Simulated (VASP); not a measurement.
BaTe, 2 atoms in the cell. Symmetry: P4/mmm, No. 123, tetragonal system. The conventional cell has a = 4.433 Å, b = 4.433 Å, c = 3.921 Å, α = 90.00°, β = 90.00°, γ = 90.00°. Ba (site symmetry 4/mmm) has 8 Te at 3.70 Å and 6 Ba at 3.92 to 4.43 Å within 4.9 Å. Within 4.9 Å of Te (site symmetry 4/mmm) lie 8 Ba at 3.70 Å and 6 Te at 3.92 to 4.43 Å.  This cell differs from its parent crystal: strain +0.040 along x and y, -0.080 along z.

| Quantity | Value |
| --- | --- |
| Program | VASP 6.6.1 |
| Task | single point |
| Functional | PBEsol |
| Potentials or basis | VASP PAW PBE potentials, release 64 (Ba_sv, Te) |
| Cutoff | 520 eV |
| k mesh | 6 × 6 × 6 |
| Occupations | gaussian, width 0.05 eV |
| Spin | no spin polarisation |
| Dipole correction | no |
| Further INCAR settings | ALGO = Normal; EDIFF = 1e-07; NBANDS = 15 |

Potentials or basis: VASP PAW PBE potentials, release 64 (Ba_sv, Te).

Command:

```bash
$ cat potpaw_PBE.64/Ba_sv/POTCAR potpaw_PBE.64/Te/POTCAR > POTCAR
$ mpirun -np 1 vasp_std > vasp.out
```

Hardware: 1 thread of Intel Xeon 8259CL (shared host).

Problem. How long does it take, and how much memory?

Solution. Run time: 53 s on 1 thread of Intel Xeon 8259CL, on a shared host, peak memory 0.21 GiB. Counts: scf iterations 15, k points 40.
